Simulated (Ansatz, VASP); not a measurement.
**Two plane-wave programs on TaSi2**

Contents of POSCAR:

```
TaSi2
1.0
    4.7799675404      0.0000000000      0.0000000000
   -2.3899837702      4.1395733193      0.0000000000
    0.0000000000      0.0000000000      6.8824931650
Ta Si
3 6
Direct
    0.5000000000      0.0000000000      0.0000000000
    0.5000000000      0.5000000000      0.6666666667
    0.0000000000      0.5000000000      0.3333333333
    0.1582725695      0.3165451391      0.0000000000
    0.8417274305      0.1582725695      0.6666666667
    0.6834548609      0.8417274305      0.3333333333
    0.8417274305      0.6834548609      0.0000000000
    0.1582725695      0.8417274305      0.6666666667
    0.3165451391      0.1582725695      0.3333333333
```

The input INCAR.step1:

```
PREC = Accurate
ENCUT = 550
ISMEAR = 0
SIGMA = 0.15
LREAL = False
LASPH = True
NELM = 120
NBANDS = 38
GGA = PE
ALGO = Normal
EDIFF = 1E-5
LWAVE = True
LCHARG = False
GGA_COMPAT = False
```

File INCAR.step2:

```
PREC = Accurate
ENCUT = 550
EDIFF = 1E-6
ISMEAR = 0
SIGMA = 0.15
LREAL = False
LASPH = True
NELM = 120
ALGO = Normal
ISIF = 2
LWAVE = False
LCHARG = False
METAGGA = R2SCAN
LMIXTAU = True
NBANDS = 38
ISTART = 1
GGA_COMPAT = False
```

KPOINTS

```
Automatic mesh
0
Gamma
  12 12 6
```

Input for Ansatz:

```yaml
crystal:
  lattice:
    - [4.7799675404, 0.0, 0.0]
    - [-2.3899837702, 4.1395733193, 0.0]
    - [0.0, 0.0, 6.882493165]
  atoms:
    - { symbol: Ta, position: [0.5, 0.0, 0.0] }
    - { symbol: Ta, position: [0.5, 0.5, 0.6666666667] }
    - { symbol: Ta, position: [0.0, 0.5, 0.3333333333] }
    - { symbol: Si, position: [0.1582725695, 0.3165451391, 0.0] }
    - { symbol: Si, position: [0.8417274305, 0.1582725695, 0.6666666667] }
    - { symbol: Si, position: [0.6834548609, 0.8417274305, 0.3333333333] }
    - { symbol: Si, position: [0.8417274305, 0.6834548609, 0.0] }
    - { symbol: Si, position: [0.1582725695, 0.8417274305, 0.6666666667] }
    - { symbol: Si, position: [0.3165451391, 0.1582725695, 0.3333333333] }
basis:
  ecutwfc: 500
kpoints:
  mp_grid: { grid: [12, 12, 6] }
hamiltonian:
  xc: r2scan
scf:
  occupations: { method: gaussian, width: 0.15 }
output:
  forces: true
  stress: true
  eigenvalues: true
```

Change from the starting cell: strain +0.000 along x and y, +0.050 along z, atoms carried along.

Alike in both runs: task single point; functional r2SCAN; k mesh 12 × 12 × 6; occupations gaussian, width 0.15 eV; no spin polarisation.

```csv
,VASP,Ansatz
version,VASP 6.6.1,Ansatz 0.2.0
potentials or method,"VASP PAW PBE potentials, release 64 (Ta_pv, Si), cutoff 550 eV","scalar-relativistic, plane waves, PAW"
valence electrons in the cell,57,63
```

Ansatz gave:

```
gap on the k mesh at the Fermi level (eV)                     : none
pressure (GPa)                                                : -9.3
traceless stress, the component that is largest in VASP (GPa) : -9.78
rms of the force components (eV/Å)                            : 0.077
```

Question: Which values does VASP return?

Answer: gap on the k mesh at the Fermi level (eV): none; pressure (GPa): -9.1; traceless stress, the component that is largest in VASP (GPa): -9.80; rms of the force components (eV/Å): 0.074.

VASP's potentials were made for PBE, not for r2SCAN. Atom by atom the forces differ by 0.003 eV/Å (rms over components). A gap of «none» marks a metal or a gap that the smearing closes. VASP's potentials hold 57 valence electrons a cell and Ansatz's 63, so a difference there can come from the potentials and not from the codes.

Neither program's run includes spin-orbit coupling.
